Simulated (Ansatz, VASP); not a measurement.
## Two plane-wave programs on Hf3Br

File INCAR:

```
ALGO = Normal ; EDIFF = 1E-6
EDIFFG = -0.01 ; ENCUT = 600
GGA = PE ; IBRION = 2
ISIF = 3 ; ISMEAR = 0
LASPH = T ; LCHARG = F
LREAL = F ; LWAVE = F
NELM = 60 ; NSW = 100
PREC = Accurate ; SIGMA = 0.1
```

Contents of KPOINTS:

```
k-points
0
Gamma
  10 10 10
```

Contents of POSCAR:

```
Hf3Br
1.0
    4.4323592100      0.0000000000      0.0000000000
    0.0000000000      4.4323592100      0.0000000000
    0.0000000000      0.0000000000      4.4323592100
Hf Br
3 1
Direct
    0.0000000000      0.5000000000      0.5000000000
    0.5000000000      0.0000000000      0.5000000000
    0.5000000000      0.5000000000      0.0000000000
    0.0000000000      0.0000000000      0.0000000000
```

Input for Ansatz:

```yaml
crystal:
  lattice:
    - [4.43235921, 0.0, 0.0]
    - [0.0, 4.43235921, 0.0]
    - [0.0, 0.0, 4.43235921]
  atoms:
    - { symbol: Hf, position: [0.0, 0.5, 0.5] }
    - { symbol: Hf, position: [0.5, 0.0, 0.5] }
    - { symbol: Hf, position: [0.5, 0.5, 0.0] }
    - { symbol: Br, position: [0.0, 0.0, 0.0] }
basis:
  ecutwfc: 420
kpoints:
  mp_grid: { grid: [10, 10, 10] }
hamiltonian:
  xc: pbe
scf:
  occupations: { method: gaussian, width: 0.1 }
output:
  forces: true
  stress: true
  eigenvalues: true
relax:
  adjacent_minimum: "off"
  f_tol: 0.01
  max_steps: 80
  cell: { stress_tol: 0.05 }
```

Change from the starting cell: species swapped into the ScIn3 type (Pm-3m, No. 221).

Alike in both runs: task relaxation of cell and atoms; functional PBE; k mesh 10 × 10 × 10; occupations gaussian, width 0.1 eV; no spin polarisation.

|  | VASP | Ansatz |
| --- | --- | --- |
| version | VASP 6.6.1 | Ansatz 0.2.0 |
| potentials or method | VASP PAW PBE potentials, release 64 (Hf_pv, Br), cutoff 600 eV | scalar-relativistic, plane waves, PAW |
| valence electrons in the cell | 37 | 85 |

VASP gave:

| Property | Result |
| --- | --- |
| gap on the k mesh at the Fermi level, each at its own relaxed structure (eV) | none |
| relaxed volume (Å³/atom) | 21.86 |
| relaxed cell length with the largest relative difference (Å) | 4.439 |

Estimate Ansatz's values.

gap on the k mesh at the Fermi level, each at its own relaxed structure (eV): none; relaxed volume (Å³/atom): 21.99; relaxed cell length with the largest relative difference (Å): 4.447.

A gap of «none» marks a metal or a gap that the smearing closes. VASP's potentials hold 37 valence electrons a cell and Ansatz's 85, so a difference there can come from the potentials and not from the codes.

Spin-orbit coupling is off throughout.
